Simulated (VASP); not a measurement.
# AlAs (F-43m) in VASP: notebook

The runs below take AlAs through single point, with PBE.

Program: VASP 6.6.1. These are calculated values, not measurements. Logs are shortened: lines on timing, memory, paths and dates and some standing lists are left out, and cuts for length are marked.

### Step 1. The cell of the first run

Symmetry: F-43m, No. 216, cubic system. The conventional cell has a = 5.901 Å, b = 5.901 Å, c = 5.901 Å, α = 90.00°, β = 90.00°, γ = 90.00°. Al (site symmetry -43m) has 4 As at 2.56 Å within 3.4 Å. Within 3.4 Å of As (site symmetry -43m) lie 4 Al at 2.56 Å.

### Step 2. Single point, PBE

The input, INCAR:

```
SYSTEM = AlAs
ALGO = Normal
EDIFF = 1E-6
ENCUT = 500
GGA = PE
GGA_COMPAT = .False.
ISIF = 2
ISMEAR = 0
LASPH = .True.
LCHARG = .False.
LREAL = .False.
LWAVE = .False.
NBANDS = 11
NELM = 120
PREC = Accurate
SIGMA = 0.1
```

The input, KPOINTS:

```
k-points
0
Gamma
  6 6 6
  0 0 0
```

The input, POSCAR:

```
AlAs
1.0
    0.0000000000      2.9505477919      2.9505477919
    2.9505477919      0.0000000000      2.9505477919
    2.9505477919      2.9505477919      0.0000000000
Al As
1 1
Direct
    0.7500000000      0.7500000000      0.7500000000
    0.0000000000      0.0000000000      0.0000000000
```

Potentials or basis: VASP PAW PBE potentials, release 64 (Al, As).

On the command line:

```console
cat potpaw_PBE.64/Al/POTCAR potpaw_PBE.64/As/POTCAR > POTCAR
mpirun -np 1 vasp_std > vasp.out
```

OUTCAR:

```text
SYSTEM = AlAs
   EDIFF = 1E-6
   ENCUT = 500
   GGA = PE
   ISIF = 2
   ISMEAR = 0
   LASPH = .True.
   LREAL = .False.
   NELM = 120
   PREC = Accurate

 ion  position               nearest neighbor table
   1  0.750  0.750  0.750-   2 2.56   2 2.56   2 2.56   2 2.56
   2  0.000  0.000  0.000-   1 2.56   1 2.56   1 2.56   1 2.56

  LATTYP: Found a face centered cubic cell.
 ALAT       =     5.9010955838

  Lattice vectors:

 A1 = (   0.0000000000,   2.9505477919,   2.9505477919)
 A2 = (   2.9505477919,   0.0000000000,   2.9505477919)
 A3 = (   2.9505477919,   2.9505477919,   0.0000000000)

Analysis of symmetry for initial positions (statically):
=====================================================================
 Subroutine PRICEL returns:
 Original cell was already a primitive cell.

 Routine SETGRP: Setting up the symmetry group for a
 face centered cubic supercell.

 Subroutine GETGRP returns: Found 24 space group operations
 (whereof 24 operations were pure point group operations)
 out of a pool of 48 trial point group operations.

The static configuration has the point symmetry T_d .

Analysis of symmetry for dynamics (positions and initial velocities):
=====================================================================
 Subroutine PRICEL returns:
 Original cell was already a primitive cell.

 Routine SETGRP: Setting up the symmetry group for a
 face centered cubic supercell.

 Subroutine GETGRP returns: Found 24 space group operations
 (whereof 24 operations were pure point group operations)
 out of a pool of 48 trial point group operations.

The dynamic configuration has the point symmetry T_d .

 Subroutine INISYM returns: Found 24 space group operations
 (whereof 24 operations are pure point group operations),
 and found     1 'primitive' translations

----------------------------------------------------------------------------------------

                                     Primitive cell

  volume of cell :      51.3734

  direct lattice vectors                    reciprocal lattice vectors
     0.000000000  2.950547792  2.950547792    -0.169460058  0.169460058  0.169460058
     2.950547792  0.000000000  2.950547792     0.169460058 -0.169460058  0.169460058
     2.950547792  2.950547792  0.000000000     0.169460058  0.169460058 -0.169460058

  length of vectors
     4.172704704  4.172704704  4.172704704     0.293513430  0.293513430  0.293513430

  position of ions in fractional coordinates (direct lattice)
     0.750000000  0.750000000  0.750000000
     0.000000000  0.000000000  0.000000000

  ion indices of the primitive-cell ions
   primitive index   ion index
                 1           1
                 2           2

----------------------------------------------------------------------------------------

 KPOINTS: k-points

Automatic generation of k-mesh.
 Grid dimensions read from file:
 generate k-points for:    6    6    6

 Generating k-lattice:

  Cartesian coordinates                     Fractional coordinates (reciprocal lattice)
    -0.028243343  0.028243343  0.028243343     0.166666667  0.000000000  0.000000000
     0.028243343 -0.028243343  0.028243343     0.000000000  0.166666667  0.000000000
     0.028243343  0.028243343 -0.028243343     0.000000000  0.000000000  0.166666667

  Length of vectors
     0.048918905  0.048918905  0.048918905

  Shift w.r.t. Gamma in fractional coordinates (k-lattice)
     0.000000000  0.000000000  0.000000000

 Subroutine IBZKPT returns following result:
 ===========================================

 Found     16 irreducible k-points:

 Following reciprocal coordinates:
            Coordinates               Weight
  0.000000  0.000000  0.000000      1.000000
  0.166667  0.000000  0.000000      8.000000
  0.333333  0.000000  0.000000      8.000000
  0.500000  0.000000  0.000000      4.000000
  0.166667  0.166667  0.000000      6.000000
  0.333333  0.166667  0.000000     24.000000
[... 8 lines left out ...]
 -0.333333  0.333333  0.166667     24.000000
 -0.333333  0.500000  0.166667     12.000000
   k-points           NKPTS =     16   k-points in BZ     NKDIM =     16   number of bands    NBANDS=     11
   number of dos      NEDOS =    301   number of ions     NIONS =      2
   total plane-waves  NPLWV =  27000
   dimension x,y,z NGX =    30 NGY =   30 NGZ =   30
   dimension x,y,z NGXF=    60 NGYF=   60 NGZF=   60
   ions per type =               1   1
   NGX,Y,Z   is equivalent  to a cutoff of  11.95, 11.95, 11.95 a.u.
   NGXF,Y,Z  is equivalent  to a cutoff of  23.90, 23.90, 23.90 a.u.
 SYSTEM =  AlAs
   PREC   = accura    normal or accurate (medium, high low for compatibility)
   ISTART =      0    job   : 0-new  1-cont  2-samecut
   ICHARG =      2    charge: 1-file 2-atom 10-const
   ISPIN  =      1    spin polarized calculation?
   LNONCOLLINEAR =      F non collinear calculations
   LSORBIT =      F    spin-orbit coupling
   LASPH  =      T    aspherical Exc in radial PAW
   ENCUT  =  500.0 eV  36.75 Ry    6.06 a.u.   7.61  7.61  7.61*2*pi/ulx,y,z
   NELM   =    120;   NELMIN=  2; NELMDL= -5     # of ELM steps
   EDIFF  = 0.1E-05   stopping-criterion for ELM
   LREAL  =      F    real-space projection
   EDIFFG = 0.1E-04   stopping-criterion for IOM
   NSW    =      0    number of steps for IOM
   IBRION =     -1    ionic relax: 0-MD 1-quasi-New 2-CG
   NFREE  =      0    steps in history (QN), initial steepest desc. (CG)
   ISIF   =      2    stress and relaxation
   ISYM   =      2    0-nonsym 1-usesym 2-fastsym
   POTIM  = 0.5000    time-step for ionic-motion
   TEBEG  =    0.0;   TEEND  =   0.0 temperature during run
   PSTRESS=    0.0 pullay stress
   NELECT =       8.0000    total number of electrons
   NUPDOWN=      -1.0000    fix difference up-down
   EMIN   =  10.00;   EMAX   =-10.00  energy-range for DOS
   EFERMI =   0.00;   METHOD = LEGACY
   ISMEAR =     0;   SIGMA  =   0.10  broadening in eV -4-tet -1-fermi 0-gaus
   EFERMI_NEDOS =   21; number of points for ismear=-14 and -15
   IALGO  =     38    algorithm
   IMIX   =      4    mixing-type and parameters
     AMIX     =   0.40;   BMIX     =  1.00
     AMIX_MAG =   1.60;   BMIX_MAG =  1.00
  volume/ion in A,a.u.               =      25.69       173.34
  Fermi-wavevector in a.u.,A,eV,Ry     =   0.880763  1.664400 10.554620  0.775743
  Thomas-Fermi vector in A             =   2.001167
   LORBIT       =      0    0 simple, 1 ext, 2 COOP (PROOUT), +10 PAW based schemes
   GGA     = PE    functional components
   LHFCALC =     F    Hartree Fock is set to
   AEXX    =    0.0000 exact exchange contribution
   IVDW    =     0    specifies the selected vdW correction
   LEPSILON=     F    determine dielectric tensor
   LRPA    =     F    only Hartree local field effects (RPA)
 non-spin polarized calculation
 Gauss-broadening in eV      SIGMA  =   0.10
  energy-cutoff  :      500.00
  volume of cell :       51.37
 maximum number of plane-waves:      1315
   NGX = 15   NGY = 15   NGZ = 15

 number of electron       8.0000001 magnetization

 Free energy of the ion-electron system (eV)
  ---------------------------------------------------
  ext. energy  EPLUGINS =         0.00000000
  ---------------------------------------------------
  free energy    TOTEN  =        -9.30818898 eV

  energy without entropy =       -9.30818898  energy(sigma->0) =       -9.30818898

 E-fermi :   3.3796     XC(G=0):  -8.5614

 val. band max:        2.8955202477   @ k =   0.0000   0.0000   0.0000
 cond. band min:       4.0037813373   @ k =   0.0000   0.0000   0.0000
 fundamental gap:      1.1082610896
 Fermi energy:         3.3795519301

 k-point     1 :       0.0000    0.0000    0.0000
  band No.  band energies     occupation
      1      -8.3212      2.00000
      2       2.8955      2.00000
      3       2.8955      2.00000
      4       2.8955      2.00000
      5       4.0038      0.00000
      6       6.9682      0.00000
      7       6.9682      0.00000
      8       6.9682      0.00000
      9      11.1276      0.00000
     10      11.6601      0.00000
     11      11.6601      0.00000

 k-point     2 :       0.1667    0.0000    0.0000
  band No.  band energies     occupation
      1      -8.0956      2.00000
      2       0.8475      2.00000
      3       2.6630      2.00000
      4       2.6630      2.00000
      5       5.0669      0.00000
      6       7.3616      0.00000
      7       7.3616      0.00000
      8       7.5841      0.00000
      9      10.9643      0.00000
     10      10.9643      0.00000
     11      12.0931      0.00000

 k-point     3 :       0.3333    0.0000    0.0000
  band No.  band energies     occupation
      1      -7.5394      2.00000
      2      -1.2549      2.00000
      3       2.3029      2.00000
      4       2.3029      2.00000
      5       4.7879      0.00000
      6       7.5805      0.00000
      7       7.5805      0.00000
      8       9.7555      0.00000
      9      11.6182      0.00000
     10      11.6182      0.00000
     11      11.7471      0.00000

 k-point     4 :       0.5000    0.0000    0.0000
  band No.  band energies     occupation
      1      -7.1713      2.00000
      2      -2.1654      2.00000
      3       2.1559      2.00000
      4       2.1559      2.00000
      5       4.5869      0.00000
      6       7.4667      0.00000
      7       7.4667      0.00000
      8      10.3791      0.00000
      9      13.1129      0.00000
     10      13.8584      0.00000
     11      13.8584      0.00000
[... 127 lines left out ...]
 k-point    14 :       0.5000    0.3333    0.1667
  band No.  band energies     occupation
      1      -7.1167      2.00000
      2      -1.4690      2.00000
      3       0.5275      2.00000
      4       1.4629      2.00000
      5       6.4628      0.00000
      6       6.9337      0.00000
      7       7.8771      0.00000
      8      10.2096      0.00000
      9      11.5265      0.00000
     10      12.9370      0.00000
     11      15.0203      0.00000

 k-point    15 :      -0.3333    0.3333    0.1667
  band No.  band energies     occupation
      1      -6.8419      2.00000
      2      -1.8687      2.00000
      3       0.1290      2.00000
      4       1.1427      2.00000
      5       6.6362      0.00000
      6       7.2108      0.00000
      7       9.0229      0.00000
      8       9.9200      0.00000
      9      10.6788      0.00000
     10      13.6515      0.00000
     11      14.7375      0.00000

 k-point    16 :      -0.3333    0.5000    0.1667
  band No.  band energies     occupation
      1      -6.7173      2.00000
      2      -1.9542      2.00000
      3       0.3583      2.00000
      4       0.5739      2.00000
      5       6.0557      0.00000
      6       6.7437      0.00000
      7       9.4899      0.00000
      8      10.1485      0.00000
      9      12.6264      0.00000
     10      14.2702      0.00000
     11      14.6339      0.00000

------------------------ aborting loop because EDIFF is reached ----------------------------------------

  FORCE on cell =-STRESS in cart. coord.  units (eV):
  Direction    XX          YY          ZZ          XY          YZ          ZX
  --------------------------------------------------------------------------------------
  -------------------------------------------------------------------------------------
  Total       -1.5518318     -1.5518318     -1.5518318      0.0000000      0.0000000      0.0000000
  in kB      -48.3968694    -48.3968694    -48.3968694      0.0000000      0.0000000      0.0000000
  external PRESSURE =     -48.3968694 kB  Pullay stress =       0.0000000 kB

 VOLUME and BASIS-vectors are now :
 -----------------------------------------------------------------------------
  energy-cutoff  :      500.00
  volume of cell :       51.37
      direct lattice vectors                 reciprocal lattice vectors
     0.000000000  2.950547792  2.950547792    -0.169460058  0.169460058  0.169460058
     2.950547792  0.000000000  2.950547792     0.169460058 -0.169460058  0.169460058
     2.950547792  2.950547792  0.000000000     0.169460058  0.169460058 -0.169460058

 POSITION                                       TOTAL-FORCE (eV/Angst)
 -----------------------------------------------------------------------------------
      4.42582      4.42582      4.42582        -0.000000     -0.000000     -0.000000
      0.00000      0.00000      0.00000         0.000000      0.000000      0.000000
 -----------------------------------------------------------------------------------
    total drift:                                0.000000      0.000000      0.000000

  FREE ENERGIE OF THE ION-ELECTRON SYSTEM (eV)
  ---------------------------------------------------
  free  energy   TOTEN  =        -9.3081889775 eV

  energy  without entropy=       -9.3081889775  energy(sigma->0) =       -9.30818898
```

Run time: 8.2 s. Hardware: 1 thread of Intel Xeon Platinum 8375C at 2.90GHz (Ice Lake), shared host; peak memory 0.16 GiB.

What came out:

```yaml
Free_energy: -9.3082 eV
Pressure: -4.8 GPa
Band_gap_on_the_k_mesh: 1.11 eV, direct
```

A hybrid or GW would open this gap; PBE tends to underestimate it.

### Step 3. Single point, PBE

This run uses another cell than the first one, of 23.47 Å³/atom, 0.914 times its volume.

The input, INCAR:

```
SYSTEM = AlAs
PREC = Accurate
ENCUT = 500
EDIFF = 1E-6
ISMEAR = 0
SIGMA = 0.02
LREAL = .FALSE.
LASPH = .TRUE.
NELM = 120
ALGO = Normal
ISIF = 2
LWAVE = .FALSE.
LCHARG = .FALSE.
GGA = PE
NBANDS = 11
GGA_COMPAT = .FALSE.
```

The input, KPOINTS:

```
regular mesh
0
G
  8 8 8
  0 0 0
```

The input, POSCAR:

```
AlAs
1.0
    0.0000000000      2.8633020324      2.8633020324
    2.8633020324      0.0000000000      2.8633020324
    2.8633020324      2.8633020324      0.0000000000
Al As
1 1
Direct
    0.7500000000      0.7500000000      0.7500000000
    0.0000000000      0.0000000000      0.0000000000
```

Potentials or basis: VASP PAW PBE potentials, release 64 (Al, As).

On the command line:

```console
cat potpaw_PBE.64/Al/POTCAR potpaw_PBE.64/As/POTCAR > POTCAR
mpirun -np 1 vasp_std > vasp.out
```

OUTCAR:

```text
SYSTEM = AlAs
   PREC = Accurate
   ENCUT = 500
   EDIFF = 1E-6
   ISMEAR = 0
   LREAL = .FALSE.
   LASPH = .TRUE.
   NELM = 120
   ISIF = 2
   GGA = PE

 ion  position               nearest neighbor table
   1  0.750  0.750  0.750-   2 2.48   2 2.48   2 2.48   2 2.48
   2  0.000  0.000  0.000-   1 2.48   1 2.48   1 2.48   1 2.48

  LATTYP: Found a face centered cubic cell.
 ALAT       =     5.7266040648

  Lattice vectors:

 A1 = (   0.0000000000,   2.8633020324,   2.8633020324)
 A2 = (   2.8633020324,   0.0000000000,   2.8633020324)
 A3 = (   2.8633020324,   2.8633020324,   0.0000000000)

Analysis of symmetry for initial positions (statically):
=====================================================================
 Subroutine PRICEL returns:
 Original cell was already a primitive cell.

 Routine SETGRP: Setting up the symmetry group for a
 face centered cubic supercell.

 Subroutine GETGRP returns: Found 24 space group operations
 (whereof 24 operations were pure point group operations)
 out of a pool of 48 trial point group operations.

The static configuration has the point symmetry T_d .

Analysis of symmetry for dynamics (positions and initial velocities):
[... 167 lines left out ...]
 k-point     1 :       0.0000    0.0000    0.0000
  band No.  band energies     occupation
      1      -8.0749      2.00000
      2       3.5994      2.00000
      3       3.5994      2.00000
      4       3.5994      2.00000
      5       5.3873      0.00000
      6       7.8275      0.00000
      7       7.8275      0.00000
      8       7.8275      0.00000
      9      12.2857      0.00000
     10      12.5430      0.00000
     11      12.5430      0.00000
[... 309 lines left out ...]
 k-point    24 :      -0.3750    0.2500    0.1250
  band No.  band energies     occupation
      1      -6.4853      2.00000
      2      -1.5367      2.00000
      3       0.9959      2.00000
      4       2.1152      2.00000
      5       7.1815      0.00000
      6       7.8109      0.00000
      7      10.1412      0.00000
      8      11.1050      0.00000
      9      11.8210      0.00000
     10      14.4655      0.00000
     11      15.6875      0.00000

 [... further k-points ...]
[... 5 lines left out ...]
  --------------------------------------------------------------------------------------
  -------------------------------------------------------------------------------------
  Total        0.0648346      0.0648346      0.0648346      0.0000000      0.0000000     -0.0000000
  in kB        2.2125130      2.2125130      2.2125130      0.0000000      0.0000000     -0.0000000
  external PRESSURE =       2.2125130 kB  Pullay stress =       0.0000000 kB

 VOLUME and BASIS-vectors are now :
 -----------------------------------------------------------------------------
  energy-cutoff  :      500.00
  volume of cell :       46.95
      direct lattice vectors                 reciprocal lattice vectors
     0.000000000  2.863302032  2.863302032    -0.174623562  0.174623562  0.174623562
     2.863302032  0.000000000  2.863302032     0.174623562 -0.174623562  0.174623562
     2.863302032  2.863302032  0.000000000     0.174623562  0.174623562 -0.174623562

 POSITION                                       TOTAL-FORCE (eV/Angst)
 -----------------------------------------------------------------------------------
      4.29495      4.29495      4.29495         0.000000      0.000000     -0.000000
      0.00000      0.00000      0.00000        -0.000000     -0.000000      0.000000
 -----------------------------------------------------------------------------------
    total drift:                               -0.000000     -0.000000     -0.000000

  FREE ENERGIE OF THE ION-ELECTRON SYSTEM (eV)
  ---------------------------------------------------
  free  energy   TOTEN  =        -9.3879443163 eV

  energy  without entropy=       -9.3879443163  energy(sigma->0) =       -9.38794432
```

Run time: 12 s. Hardware: 1 thread of Intel Xeon Platinum 8375C at 2.90GHz (Ice Lake), shared host; peak memory 0.17 GiB.

Results:

```
Free energy            : -9.3879 eV
Pressure               : 0.2 GPa
Band gap on the k mesh : 1.49 eV, indirect (least direct gap 1.79 eV)
```

A k mesh can miss the band edges. Expect the measured gap to be larger: semilocal functionals such as PBE lack the derivative discontinuity.
